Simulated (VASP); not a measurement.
# ScSi2 (Cmmm) in VASP: a series of runs

The runs below take ScSi2 through single point, with PBE.

Program: VASP 6.6.1. These are calculated values, not measurements. Logs are shortened: lines on timing, memory, paths and dates and some standing lists are left out, and cuts for length are marked.

## 1. The cell of the first run

The structure is orthorhombic, space group Cmmm (No. 65). The conventional cell has a = 3.660 Å, b = 6.339 Å, c = 3.870 Å, α = 90.00°, β = 90.00°, γ = 90.00°. Within 3.7 Å of Sc (site symmetry mmm) lie 12 Si at 2.78 to 3.06 Å and 6 Sc at 3.66 Å. Within 2.1 Å of Si (site symmetry m2m) lie 1 Si at 1.61 Å.

## 2. Single point, PBE (shortest bond scaled by 0.76)

The input, INCAR:

```
PREC     = Accurate       # precision mode
ENCUT    = 520            # plane-wave cutoff, eV
EDIFF    = 1E-6           # SCF threshold, eV
ISMEAR   = -1             # smearing method
SIGMA    = 0.05           # smearing width, eV
LREAL    = F              # projectors in reciprocal space
LASPH    = T              # aspherical terms in the spheres
NELM     = 60             # most SCF steps
ALGO     = Normal         # electronic algorithm
ISIF     = 2              # what is computed and relaxed
LWAVE    = F              # write WAVECAR
LCHARG   = F              # write CHGCAR
GGA      = PE             # functional
NBANDS   = 16             # bands
```

The input, KPOINTS:

```
regular mesh
0
Gamma
  10 10 8
```

The input, POSCAR:

```
ScSi2
1.0
    3.6600000000      0.0000000000      0.0000000000
   -1.8300000000      3.1696529779      0.0000000000
    0.0000000000      0.0000000000      3.8700000000
Sc Si
1 2
Direct
    0.0000000000      0.0000000000      0.0000000000
    0.2533333333      0.6266666667      0.5000000000
    0.7466666667      0.3733333333      0.5000000000
```

Potentials or basis: VASP PAW PBE potentials, release 64 (Sc_sv, Si).

On the command line:

```console
cat potpaw_PBE.64/Sc_sv/POTCAR potpaw_PBE.64/Si/POTCAR > POTCAR
mpirun -np 1 vasp_std > vasp.out
```

OUTCAR:

```text
PREC = Accurate
   ENCUT = 520
   EDIFF = 1E-6
   ISMEAR = -1
   LREAL = F
   LASPH = T
   NELM = 60
   ISIF = 2
   GGA = PE

 ion  position               nearest neighbor table
   1  0.000  0.000  0.000-   2 2.78   3 2.78   2 2.78   3 2.78   2 2.78   2 2.78   3 2.78   3 2.78
                             3 3.06   3 3.06   2 3.06   2 3.06
   2  0.253  0.627  0.500-   3 1.61   3 2.41   3 2.41   1 2.78   1 2.78   1 2.78   1 2.78   1 3.06
                             1 3.06
   3  0.747  0.373  0.500-   2 1.61   2 2.41   2 2.41   1 2.78   1 2.78   1 2.78   1 2.78   1 3.06
                             1 3.06

  LATTYP: Found a hexagonal cell.
 ALAT       =     3.6600000000
 C/A-ratio  =     1.0573770492

  Lattice vectors:

 A1 = (   3.6600000000,   0.0000000000,   0.0000000000)
 A2 = (  -1.8300000000,   3.1696529779,   0.0000000000)
 A3 = (   0.0000000000,   0.0000000000,   3.8700000000)

Analysis of symmetry for initial positions (statically):
=====================================================================
 Subroutine PRICEL returns:
 Original cell was already a primitive cell.

 Routine SETGRP: Setting up the symmetry group for a
 hexagonal supercell.

 Subroutine GETGRP returns: Found  8 space group operations
 (whereof  8 operations were pure point group operations)
 out of a pool of 24 trial point group operations.

The static configuration has the point symmetry D_2h.

Analysis of symmetry for dynamics (positions and initial velocities):
=====================================================================
 Subroutine PRICEL returns:
 Original cell was already a primitive cell.

 Routine SETGRP: Setting up the symmetry group for a
 hexagonal supercell.

 Subroutine GETGRP returns: Found  8 space group operations
 (whereof  8 operations were pure point group operations)
 out of a pool of 24 trial point group operations.

The dynamic configuration has the point symmetry D_2h.

 Subroutine INISYM returns: Found  8 space group operations
 (whereof  8 operations are pure point group operations),
 and found     1 'primitive' translations

----------------------------------------------------------------------------------------

                                     Primitive cell

  volume of cell :      44.8956

  direct lattice vectors                    reciprocal lattice vectors
     3.660000000  0.000000000  0.000000000     0.273224044  0.157745975  0.000000000
    -1.830000000  3.169652978  0.000000000     0.000000000  0.315491950  0.000000000
     0.000000000  0.000000000  3.870000000     0.000000000  0.000000000  0.258397933

  length of vectors
     3.660000000  3.660000000  3.870000000     0.315491950  0.315491950  0.258397933

  position of ions in fractional coordinates (direct lattice)
     0.000000000  0.000000000  0.000000000
     0.253333333  0.626666667  0.500000000
     0.746666667  0.373333333  0.500000000

  ion indices of the primitive-cell ions
   primitive index   ion index
                 1           1
                 2           2
                 3           3

----------------------------------------------------------------------------------------

 KPOINTS: regular mesh

Automatic generation of k-mesh.
 Grid dimensions read from file:
 generate k-points for:   10   10    8

 Generating k-lattice:

  Cartesian coordinates                     Fractional coordinates (reciprocal lattice)
     0.027322404  0.015774598  0.000000000     0.100000000  0.000000000  0.000000000
     0.000000000  0.031549195  0.000000000     0.000000000  0.100000000  0.000000000
     0.000000000  0.000000000  0.032299742     0.000000000  0.000000000  0.125000000

  Length of vectors
     0.031549195  0.031549195  0.032299742

  Shift w.r.t. Gamma in fractional coordinates (k-lattice)
     0.000000000  0.000000000  0.000000000

 Subroutine IBZKPT returns following result:
 ===========================================

 Found    155 irreducible k-points:

 Following reciprocal coordinates:
            Coordinates               Weight
  0.000000  0.000000  0.000000      1.000000
  0.100000 -0.000000  0.000000      2.000000
  0.000000  0.100000  0.000000      4.000000
  0.200000 -0.000000  0.000000      2.000000
  0.000000  0.200000  0.000000      4.000000
  0.300000 -0.000000  0.000000      2.000000
[... 16 lines left out ...]
  0.200000  0.200000  0.000000      4.000000
 -0.200000  0.400000  0.000000      2.000000
 [... further k-points ...]
   k-points           NKPTS =    155   k-points in BZ     NKDIM =    155   number of bands    NBANDS=     16
   number of dos      NEDOS =    301   number of ions     NIONS =      3
   total plane-waves  NPLWV =  23520
   dimension x,y,z NGX =    28 NGY =   28 NGZ =   30
   dimension x,y,z NGXF=    56 NGYF=   56 NGZF=   60
   ions per type =               1   2
   NGX,Y,Z   is equivalent  to a cutoff of  12.72, 12.72, 12.89 a.u.
   NGXF,Y,Z  is equivalent  to a cutoff of  25.44, 25.44, 25.77 a.u.
 SYSTEM =  unknown system
   PREC   = accura    normal or accurate (medium, high low for compatibility)
   ISTART =      0    job   : 0-new  1-cont  2-samecut
   ICHARG =      2    charge: 1-file 2-atom 10-const
   ISPIN  =      1    spin polarized calculation?
   LNONCOLLINEAR =      F non collinear calculations
   LSORBIT =      F    spin-orbit coupling
   LASPH  =      T    aspherical Exc in radial PAW
   ENCUT  =  520.0 eV  38.22 Ry    6.18 a.u.   6.81  6.81  7.20*2*pi/ulx,y,z
   NELM   =     60;   NELMIN=  2; NELMDL= -5     # of ELM steps
   EDIFF  = 0.1E-05   stopping-criterion for ELM
   LREAL  =      F    real-space projection
   EDIFFG = 0.1E-04   stopping-criterion for IOM
   NSW    =      0    number of steps for IOM
   IBRION =     -1    ionic relax: 0-MD 1-quasi-New 2-CG
   NFREE  =      0    steps in history (QN), initial steepest desc. (CG)
   ISIF   =      2    stress and relaxation
   ISYM   =      2    0-nonsym 1-usesym 2-fastsym
   POTIM  = 0.5000    time-step for ionic-motion
   TEBEG  =    0.0;   TEEND  =   0.0 temperature during run
   PSTRESS=    0.0 pullay stress
   NELECT =      19.0000    total number of electrons
   NUPDOWN=      -1.0000    fix difference up-down
   EMIN   =  10.00;   EMAX   =-10.00  energy-range for DOS
   EFERMI =   0.00;   METHOD = LEGACY
   ISMEAR =    -1;   SIGMA  =   0.05  broadening in eV -4-tet -1-fermi 0-gaus
   EFERMI_NEDOS =   21; number of points for ismear=-14 and -15
   IALGO  =     38    algorithm
   IMIX   =      4    mixing-type and parameters
     AMIX     =   0.40;   BMIX     =  1.00
     AMIX_MAG =   1.60;   BMIX_MAG =  1.00
  volume/ion in A,a.u.               =      14.97       100.99
  Fermi-wavevector in a.u.,A,eV,Ry     =   1.229112  2.322685 20.554542  1.510716
  Thomas-Fermi vector in A             =   2.364012
   LORBIT       =      0    0 simple, 1 ext, 2 COOP (PROOUT), +10 PAW based schemes
   GGA     = PE    functional components
   LHFCALC =     F    Hartree Fock is set to
   AEXX    =    0.0000 exact exchange contribution
   IVDW    =     0    specifies the selected vdW correction
   LEPSILON=     F    determine dielectric tensor
   LRPA    =     F    only Hartree local field effects (RPA)
 non-spin polarized calculation
  energy-cutoff  :      520.00
  volume of cell :       44.90
 maximum number of plane-waves:      1220
   NGX = 13   NGY = 13   NGZ = 15

 number of electron      19.0000000 magnetization

 Free energy of the ion-electron system (eV)
  ---------------------------------------------------
  ext. energy  EPLUGINS =         0.00000000
  ---------------------------------------------------
  free energy    TOTEN  =       -11.86962405 eV

  energy without entropy =      -11.85846354  energy(sigma->0) =      -11.86404379

 E-fermi :   9.1191     XC(G=0): -11.1845

 val. band max:        9.1189409755   @ k =  -0.4000   0.3000   0.2500
 cond. band min:       9.1230950896   @ k =  -0.3000   0.2000   0.1250
 fundamental gap:      0.0041541141
 Fermi energy:         9.1191280964

 k-point     1 :       0.0000    0.0000    0.0000
  band No.  band energies     occupation
      1     -40.5890      2.00000
      2     -19.3142      2.00000
      3     -19.2342      2.00000
      4     -19.1712      2.00000
      5      -4.7412      2.00000
      6       5.0098      2.00000
[... 8 lines left out ...]
     15      12.3426      0.00000
     16      12.4518      0.00000

 k-point     2 :       0.1000   -0.0000    0.0000
  band No.  band energies     occupation
      1     -40.5880      2.00000
      2     -19.3124      2.00000
      3     -19.2369      2.00000
      4     -19.1826      2.00000
      5      -4.6022      2.00000
      6       4.3875      2.00000
[... 8 lines left out ...]
     15      11.6893      0.00000
     16      12.6604      0.00000

 k-point     3 :       0.0000    0.1000    0.0000
  band No.  band energies     occupation
      1     -40.5879      2.00000
      2     -19.3122      2.00000
      3     -19.2450      2.00000
      4     -19.1757      2.00000
      5      -4.6034      2.00000
      6       4.6869      2.00000
[... 8 lines left out ...]
     15      11.7938      0.00000
     16      12.9040      0.00000

 k-point     4 :       0.2000   -0.0000    0.0000
  band No.  band energies     occupation
      1     -40.5854      2.00000
      2     -19.3077      2.00000
      3     -19.2439      2.00000
      4     -19.2125      2.00000
      5      -4.1930      2.00000
      6       3.0674      2.00000
[... 8 lines left out ...]
     15      12.4245      0.00000
     16      13.2896      0.00000
[... 324 lines left out ...]
 k-point    22 :       0.5000    0.4000    0.0000
  band No.  band energies     occupation
      1     -40.5783      2.00000
      2     -19.3465      2.00000
      3     -19.2933      2.00000
      4     -19.2162      2.00000
      5      -2.4455      2.00000
      6       0.4825      2.00000
[... 8 lines left out ...]
     15      12.6716      0.00000
     16      14.0872      0.00000

 k-point    23 :       0.2000    0.2000    0.0000
  band No.  band energies     occupation
      1     -40.5806      2.00000
      2     -19.2984      2.00000
      3     -19.2945      2.00000
      4     -19.2322      2.00000
      5      -3.1882      2.00000
      6       1.5110      2.00000
[... 8 lines left out ...]
     15      12.7931      0.00000
     16      13.8909      0.00000

 k-point    24 :      -0.2000    0.4000    0.0000
  band No.  band energies     occupation
      1     -40.5804      2.00000
      2     -19.3301      2.00000
      3     -19.2971      2.00000
      4     -19.2034      2.00000
      5      -3.2358      2.00000
      6       2.7281      2.00000
[... 8 lines left out ...]
     15      13.6668      0.00000
     16      14.0487      0.00000

 [... further k-points ...]
[... 5 lines left out ...]
  --------------------------------------------------------------------------------------
  -------------------------------------------------------------------------------------
  Total       35.8788951     13.8287180     -0.0333530     19.0960135      0.0000000      0.0000000
  in kB     1280.4006167    493.5017936     -1.1902584    681.4743711      0.0000000      0.0000000
  external PRESSURE =     590.9040506 kB  Pullay stress =       0.0000000 kB

 VOLUME and BASIS-vectors are now :
 -----------------------------------------------------------------------------
  energy-cutoff  :      520.00
  volume of cell :       44.90
      direct lattice vectors                 reciprocal lattice vectors
     3.660000000  0.000000000  0.000000000     0.273224044  0.157745975  0.000000000
    -1.830000000  3.169652978  0.000000000     0.000000000  0.315491950  0.000000000
     0.000000000  0.000000000  3.870000000     0.000000000  0.000000000  0.258397933

 POSITION                                       TOTAL-FORCE (eV/Angst)
 -----------------------------------------------------------------------------------
      0.00000      0.00000      0.00000        -0.000000     -0.000000      0.000000
     -0.21960      1.98632      1.93500        24.722128     14.273327      0.000000
      2.04960      1.18334      1.93500       -24.722128    -14.273327     -0.000000
 -----------------------------------------------------------------------------------
    total drift:                               -0.000000      0.000000     -0.000000

  FREE ENERGIE OF THE ION-ELECTRON SYSTEM (eV)
  ---------------------------------------------------
  free  energy   TOTEN  =       -11.8696240456 eV

  energy  without entropy=      -11.8584635406  energy(sigma->0) =      -11.86404379
```

Run time: 1.8 min. Hardware: 1 thread of Intel Xeon Platinum 8259CL at 2.50GHz (Skylake/Cascade Lake), shared host; peak memory 0.24 GiB.

What came out:

| Property | Result |
| --- | --- |
| Free energy | -11.8696 eV |
| Pressure | 59.1 GPa |
| Largest force | 28.547 eV/Å |

Forces in eV/Å, atoms in the order of the input:
```
Sc    0.000   0.000   0.000
Si   24.722  14.273   0.000
Si  -24.722 -14.273   0.000
```

Caveat: the cell differs from its parent crystal (shortest bond scaled by 0.76); forces of over 1 eV/Å act on the atoms, so gaps and moduli don't describe the material at rest.

[end of part 1 of 2]
